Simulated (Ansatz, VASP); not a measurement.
One calculation of C, two programs

Contents of POSCAR:

```
C
1.0
   -0.0573199973      1.7228041438      1.7228041438
    1.7228041438     -0.0573199973      1.7228041438
    1.7228041438      1.7228041438     -0.0573199973
C
2
Direct
   -0.0007816112     -0.0007816112     -0.0007816112
    0.2507816112      0.2507816112      0.2507816112
```

INCAR.step1

```
  PREC = Accurate
  ENCUT = 520
  EDIFF = 1E-5
  ISMEAR = 0
  SIGMA = 0.01
  LREAL = F
  LASPH = T
  NELM = 60
  ALGO = Normal
  ISIF = 2
  LWAVE = T
  LCHARG = F
  NBANDS = 11
  GGA = PE
```

INCAR.step2

```
  PREC = Accurate
  ENCUT = 520
  EDIFF = 1E-6
  ISMEAR = 0
  SIGMA = 0.01
  LREAL = F
  LASPH = T
  NELM = 60
  ALGO = Normal
  ISIF = 2
  LWAVE = F
  LCHARG = F
  GGA = PE
  LHFCALC = T
  HFSCREEN = 0.2079
  PRECFOCK = Normal
  NBANDS = 11
  ISTART = 1
```

Contents of KPOINTS:

```
regular mesh
0
Gamma
  8 8 8
```

Input for Ansatz:

```yaml
crystal:
  lattice:
    - [-0.0573199973, 1.7228041438, 1.7228041438]
    - [1.7228041438, -0.0573199973, 1.7228041438]
    - [1.7228041438, 1.7228041438, -0.0573199973]
  atoms:
    - { symbol: C, position: [-0.0007816112, -0.0007816112, -0.0007816112] }
    - { symbol: C, position: [0.2507816112, 0.2507816112, 0.2507816112] }
kpoints:
  mp_grid: { grid: [8, 8, 8] }
  band_path:
    path:
      - [0.0, 0.0, 0.0]
      - [0.5, 0.0, 0.5]
      - [0.625, 0.25, 0.625]
      - [0.375, 0.375, 0.75]
      - [0.5, 0.5, 0.5]
      - [0.5, 0.25, 0.75]
      - [0.003906, 0.402344, 0.402344]
    npoints: 1
hamiltonian:
  xc: hse06
scf:
  occupations: { method: fixed }
  n_extra_bands: 4
output:
  forces: true
  stress: true
  eigenvalues: true
```

Change from the starting cell: shear_111 strain -4.8%.

Alike in both runs: task single point; functional HSE06; k mesh 8 × 8 × 8; no spin polarisation.

```csv
,VASP,Ansatz
version,VASP 6.6.1,Ansatz 0.2.0
potentials or method,"VASP PAW PBE potentials, release 64 (C)","plane waves, PAW"
plane-wave cutoff (eV),520,420
occupations,"gaussian, width 0.01 eV",fixed
valence electrons in the cell,8,8
```

|  | VASP | Ansatz | Ansatz less VASP |
| --- | --- | --- | --- |
| gap on the k mesh at the Fermi level (eV) | 5.17 | 5.18 | +0.010 |
| pressure (GPa) | 20.8 | 19.7 | -1.13 |
| traceless stress, the component that is largest in VASP (GPa) | 22.08 | 21.95 | -0.134 |
| rms of the force components (eV/Å) | 0.045 | 0.035 | -0.0105 |

Atom by atom the forces differ by 0.010 eV/Å (rms over components). Ansatz's warnings: stress exchange threshold loose, stress scf threshold loose.
